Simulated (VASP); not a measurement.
Write the native input for VASP 6.6.1 that does the following.

| Quantity | Value |
| --- | --- |
| Task | single point |
| Functional | PBEsol |
| Potentials or basis | VASP PAW PBE potentials, release 64 (Tl_d) |
| Cutoff | 520 eV |
| k mesh | 16 × 16 × 16 |
| Occupations | gaussian, width 0.1 eV |
| Spin | no spin polarisation |
| Dipole correction | no |
| Further INCAR settings | ALGO = Fast; EDIFF = 1e-07; NBANDS = 12 |

The structure of Tl lies in POSCAR:

```
Tl
1.0
    0.0000000000      2.4194947852      2.4194947852
    2.4194947852      0.0000000000      2.4194947852
    2.4194947852      2.4194947852      0.0000000000
Tl
1
Direct
    0.0000000000      0.0000000000      0.0000000000
```

The input as run:

INCAR

```
SYSTEM = Tl
PREC     = Accurate       ! precision mode
ENCUT    = 520            ! plane-wave cutoff, eV
EDIFF    = 1E-7           ! SCF threshold, eV
ISMEAR   = 0              ! smearing method
SIGMA    = 0.1            ! smearing width, eV
LREAL    = .FALSE.        ! projectors in reciprocal space
LASPH    = .TRUE.         ! aspherical terms in the spheres
NELM     = 80             ! most SCF steps
ALGO     = Fast           ! electronic algorithm
ISIF     = 2              ! what is computed and relaxed
LWAVE    = .FALSE.        ! write WAVECAR
LCHARG   = .FALSE.        ! write CHGCAR
GGA      = PS             ! functional
NBANDS   = 12             ! bands
```

KPOINTS

```
Automatic mesh
0
G
  16 16 16
  0 0 0
```

Potentials or basis: VASP PAW PBE potentials, release 64 (Tl_d).

Command:

```sh
$ cat potpaw_PBE.64/Tl_d/POTCAR > POTCAR
$ mpirun -np 1 vasp_std > vasp.out
```

Results of the run:

```json
{
 "Pressure": "-0.1 GPa"
}
```

Caveat: the PAW data sets were made with another functional, which shifts forces and pressure a little.

Wall time 22 s on 1 thread of Intel(R) Xeon(R) 6975P-C (Granite Rapids), with other jobs on the host, peak memory 0.18 GiB.
